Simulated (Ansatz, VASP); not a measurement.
**One calculation of ZrC, two programs**

POSCAR

```
ZrC
1.0
    0.0000000000      2.3550000000      2.3550000000
    2.3550000000      0.0000000000      2.3550000000
    2.3550000000      2.3550000000      0.0000000000
Zr C
1 1
Direct
    0.0073547805      0.0073547805      0.0073547805
    0.5000000000      0.5000000000      0.5000000000
```

The input INCAR.step1:

```
PREC = Accurate ; ENCUT = 520
EDIFF = 1E-5 ; ISMEAR = -1
SIGMA = 0.1 ; LREAL = False
LASPH = True ; NELM = 60
ALGO = Normal ; ISIF = 2
LWAVE = True ; GGA = PE
NBANDS = 15
```

The input INCAR.step2:

```
PREC = Accurate ; ENCUT = 520
EDIFF = 1E-6 ; ISMEAR = -1
SIGMA = 0.1 ; LREAL = False
LASPH = True ; NELM = 60
ALGO = Normal ; ISIF = 2
LWAVE = False ; LCHARG = True
GGA = PE ; LHFCALC = True
HFSCREEN = 0.2079 ; PRECFOCK = Normal
LELF = True ; LVHAR = True
ISTART = 1 ; NBANDS = 15
```

File KPOINTS:

```
regular mesh
0
Gamma
  4 4 4
```

Input for Ansatz:

```yaml
crystal:
  lattice:
    - [0.0, 2.355, 2.355]
    - [2.355, 0.0, 2.355]
    - [2.355, 2.355, 0.0]
  atoms:
    - { symbol: Zr, position: [0.0073547805, 0.0073547805, 0.0073547805] }
    - { symbol: C, position: [0.5, 0.5, 0.5] }
kpoints:
  mp_grid: { grid: [4, 4, 4] }
hamiltonian:
  xc: hse06
  pseudopotentials:
    kind: all_electron
    relativity: scalar
    datasets: crystal
    dataset_attempts: all
    nuclear_model: point
scf:
  occupations: { method: fermi_dirac, width: 0.1 }
  convergence: { dr2_threshold: "1e-9 eV" }
  max_iter: 400
  exx: { singularity: regularized }
  lower_state_search: "off"
output:
  forces: true
  stress: true
```

Alike in both runs: task single point; functional HSE06; k mesh 4 × 4 × 4; occupations fermi-dirac, width 0.1 eV; no spin polarisation.

```csv
,VASP,Ansatz
version,VASP 6.6.1,Ansatz 0.2.0 development build
potentials or method,"VASP PAW PBE potentials, release 64 (Zr_sv, C), cutoff 520 eV","plane waves, all-electron PAW datasets generated for the crystal"
```

|  | VASP | Ansatz | Ansatz less VASP |
| --- | --- | --- | --- |
| rms of the force components (eV/Å) | 0.082 | 0.081 | -0.0012 |

Atom by atom the forces differ by 0.001 eV/Å (rms over components). Ansatz ran all-electron here, and VASP with PAW potentials. Ansatz's warnings: filled band counts differ across k points.

The k mesh is coarse, so the values compare programs but aren't converged.
